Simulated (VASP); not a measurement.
# AlN (P1) in VASP: electric field gradients with PBE

Aim: the electric field gradients of AlN with PBE.

Everything below comes from runs of VASP 6.6.1. Logs are shortened: lines on timing, memory, paths and dates and some standing lists are left out, and cuts for length are marked.

### Step 1. The cell of the first run

The typed cell holds 4 atoms: a = 3.112 Å, b = 3.152 Å, c = 4.979 Å, α = 90.62°, β = 91.71°, γ = 121.27°.

### Step 2. Electric field gradients, PBE (equal xy, yz and zx shear strains of -3 %)

INCAR

```
SYSTEM = AlN
PREC     = Accurate       ! precision mode
ENCUT    = 520            ! plane-wave cutoff, eV
EDIFF    = 1E-8           ! SCF threshold, eV
ISMEAR   = -1             ! smearing method
SIGMA    = 0.02           ! smearing width, eV
LREAL    = .False.        ! projectors in reciprocal space
LASPH    = .True.         ! aspherical terms in the spheres
NELM     = 100            ! most SCF steps
ALGO     = Normal         ! electronic algorithm
ISIF     = 2              ! what is computed and relaxed
LWAVE    = .False.        ! write WAVECAR
LCHARG   = .False.        ! write CHGCAR
GGA      = PE             ! functional
LEFG     = .True.       
NBANDS   = 16             ! bands
```

KPOINTS

```
Automatic mesh
0
Gamma
  11 11 6
  0 0 0
```

POSCAR

```
AlN
1.0
    3.1110021516     -0.0466650323     -0.0466650323
   -1.5959141792      2.7175394106     -0.0170805873
   -0.0746700000     -0.0746700000      4.9780000000
Al N
2 2
Direct
    0.3333333333      0.6666666667      0.0000000000
    0.6666666667      0.3333333333      0.5000000000
    0.3333333333      0.6666666667      0.3850000000
    0.6666666667      0.3333333333      0.8850000000
```

Potentials or basis: VASP PAW PBE potentials, release 64 (Al, N).

Started as:

```sh
$ cat potpaw_PBE.64/Al/POTCAR potpaw_PBE.64/N/POTCAR > POTCAR
$ mpirun -np 1 vasp_std > vasp.out
```

OUTCAR:

```text
SYSTEM = AlN
   PREC = Accurate
   ENCUT = 520
   EDIFF = 1E-8
   ISMEAR = -1
   LREAL = .False.
   LASPH = .True.
   NELM = 100
   ISIF = 2
   GGA = PE

 ion  position               nearest neighbor table
   1  0.333  0.667  0.000-   4 1.84   4 1.90   4 1.91   3 1.92   2 3.00   2 3.03   2 3.07   2 3.10
                             2 3.11   2 3.12
   2  0.667  0.333  0.500-   3 1.87   3 1.89   3 1.90   4 1.92   1 3.00   1 3.03   1 3.07   1 3.10
                             1 3.11   1 3.12
   3  0.333  0.667  0.385-   2 1.87   2 1.89   2 1.90   1 1.92
   4  0.667  0.333  0.885-   1 1.84   1 1.90   1 1.91   2 1.92

  LATTYP: Found a triclinic cell.
 ALAT       =     3.1515479152
 B/A-ratio  =     2.3625234169
 C/A-ratio  =     0.9873567314
 COS(alpha) =     0.0016408768
 COS(beta)  =     0.5191268021
 COS(gamma) =     0.6367893156

  Lattice vectors:

 A1 = (  -1.5959141792,   2.7175394106,  -0.0170805873)
 A2 = (  -0.0061562068,   5.4630837889,  -5.0588262069)
 A3 = (  -3.1110021516,   0.0466650323,   0.0466650323)

Analysis of symmetry for initial positions (statically):
=====================================================================
 Subroutine PRICEL returns:
 Original cell was already a primitive cell.

 Routine SETGRP: Setting up the symmetry group for a
 triclinic supercell.

 Subroutine GETGRP returns: Found  1 space group operations
 (whereof  1 operations were pure point group operations)
 out of a pool of  2 trial point group operations.

The static configuration has the point symmetry C_1 .

Analysis of symmetry for dynamics (positions and initial velocities):
=====================================================================
 Subroutine PRICEL returns:
 Original cell was already a primitive cell.

 Routine SETGRP: Setting up the symmetry group for a
 triclinic supercell.

 Subroutine GETGRP returns: Found  1 space group operations
 (whereof  1 operations were pure point group operations)
 out of a pool of  2 trial point group operations.

The dynamic configuration has the point symmetry C_1 .

 Subroutine INISYM returns: Found  1 space group operations
 (whereof  1 operations are pure point group operations),
 and found     1 'primitive' translations

----------------------------------------------------------------------------------------

[... 139 lines left out ...]
  free energy    TOTEN  =       -29.71538128 eV

  energy without entropy =      -29.71538128  energy(sigma->0) =      -29.71538128

 E-fermi :   6.6867     XC(G=0): -10.9192

 val. band max:        6.2813409664   @ k =   0.0000   0.0000   0.0000
 cond. band min:      10.3697358664   @ k =   0.0000   0.0000   0.0000
 fundamental gap:      4.0883949001
 Fermi energy:         6.6867042210

 k-point     1 :       0.0000    0.0000    0.0000
  band No.  band energies     occupation
      1      -9.0276      2.00000
      2      -6.8709      2.00000
      3       0.1935      2.00000
      4       5.1970      2.00000
      5       5.3623      2.00000
      6       5.8629      2.00000
[... 433 lines left out ...]
      3       1.6810      2.00000
      4       2.1403      2.00000
      5       2.4236      2.00000
      6       3.5757      2.00000
[... 8 lines left out ...]
     15      18.5118      0.00000
     16      20.8077      0.00000

 [... further k-points ...]
[... 5 lines left out ...]
  --------------------------------------------------------------------------------------
  -------------------------------------------------------------------------------------
  Total        1.2203920      1.2171144      0.7409605      1.4135278      1.0004619      1.0046548
  in kB       46.8942891     46.7683469     28.4718502     54.3156498     38.4433470     38.6044600
  external PRESSURE =      40.7114954 kB  Pullay stress =       0.0000000 kB

 VOLUME and BASIS-vectors are now :
 -----------------------------------------------------------------------------
  energy-cutoff  :      520.00
  volume of cell :       41.70
      direct lattice vectors                 reciprocal lattice vectors
     3.111002152 -0.046665032 -0.046665032     0.324414181  0.190565455  0.007724695
    -1.595914179  2.717539411 -0.017080587     0.005654869  0.371336390  0.005654869
    -0.074670000 -0.074670000  4.978000000     0.003060544  0.003060544  0.200975705

 POSITION                                       TOTAL-FORCE (eV/Angst)
 -----------------------------------------------------------------------------------
     -0.02694      1.79614     -0.02694         0.500546      0.201955      0.219474
      1.50470      0.83740      2.45220        -0.127441      0.167169      0.186909
     -0.05569      1.76739      1.88959         0.183183     -0.167337     -0.183146
      1.47595      0.80865      4.36873        -0.556289     -0.201786     -0.223237
 -----------------------------------------------------------------------------------
    total drift:                                0.000075     -0.000125      0.000068

  FREE ENERGIE OF THE ION-ELECTRON SYSTEM (eV)
  ---------------------------------------------------
  free  energy   TOTEN  =       -29.7153812780 eV

  energy  without entropy=      -29.7153812780  energy(sigma->0) =      -29.71538128

 Electric field gradients (V/A^2)
---------------------------------------------------------------------
 ion       V_xx      V_yy      V_zz      V_xy      V_xz      V_yz
---------------------------------------------------------------------
   1      -7.782    -1.075     8.857    -6.012    -3.336     0.010
   2      -1.086    -7.470     8.555     0.533     3.472     0.136
   3       0.294    -0.800     0.506    -3.633    -2.750    -3.255
   4      -0.681     0.102     0.579    -4.566    -3.838    -3.320
---------------------------------------------------------------------

 Electric field gradients after diagonalization (V/A^2)
 (convention: |V_zz| > |V_xx| > |V_yy|)
----------------------------------------------------------------------
 ion       V_xx      V_yy      V_zz     asymmetry (V_yy - V_xx)/ V_zz
----------------------------------------------------------------------
   1       9.651     2.067   -11.717       0.647
   2      -7.516    -2.165     9.681       0.553
   3       3.424     3.090    -6.514       0.051
   4       4.317     3.588    -7.906       0.092
----------------------------------------------------------------------

           NMR quadrupolar parameters

 Cq : quadrupolar parameter    Cq=e*Q*V_zz/h
 eta: asymmetry parameters     (V_yy - V_xx)/ V_zz
 Q  : nuclear electric quadrupole moment in mb (millibarn)
----------------------------------------------------------------------
 ion       Cq(MHz)       eta       Q (mb)
----------------------------------------------------------------------
   1      -0.028       0.647       1.000
   2       0.023       0.553       1.000
   3      -0.016       0.051       1.000
   4      -0.019       0.092       1.000
----------------------------------------------------------------------
```

Run time: 1.7 min. Hardware: 1 thread of Intel Xeon 6975P-C (Granite Rapids), shared host; peak memory 0.31 GiB.

Results:

```
Free energy                             : -29.7154 eV
Pressure                                : 4.1 GPa
Largest force                           : 0.632 eV/Å
Band gap on the k mesh                  : 4.09 eV
Largest electric field gradient by atom : Al -11.7, +9.7; N -6.5, -7.9 V/Å²
```

Forces in eV/Å, atoms in the order of the input:
```
Al   0.501  0.202  0.219
Al  -0.127  0.167  0.187
N    0.183 -0.167 -0.183
N   -0.556 -0.202 -0.223
```

Stress tensor (GPa, compression positive):
```
4.69 5.43 3.86
5.43 4.68 3.84
3.86 3.84 2.85
```

Levels at points of the mesh, in eV from the valence-band top:
```tsv
k point	band 5	band 6	band 7	band 8	band 9	band 10	band 11	band 12
(0.00, 0.00, 0.00)	-0.92	-0.42	-0.32	0.00	4.09	6.54	10.47	10.80
(0.00, 0.00, 0.50)	-0.82	-0.74	-0.62	-0.54	6.33	6.37	10.19	10.21
```

Electric field gradients, principal values (V/Å²):
| atom | least | middle | greatest (by size) |
| --- | --- | --- | --- |
| 1 Al | 2.067 | 9.651 | -11.717 |
| 2 Al | -2.165 | -7.516 | 9.681 |
| 3 N | 3.090 | 3.424 | -6.514 |
| 4 N | 3.588 | 4.317 | -7.906 |

Caveat: the cell differs from its parent crystal (equal xy, yz and zx shear strains of -3 %); the cell stands under pressure; without QUAD_EFG the Cq values of the log hold for a quadrupole moment of 1 mb, not for the nuclei; an odd mesh through Γ misses points on the zone boundary, where band edges can lie.
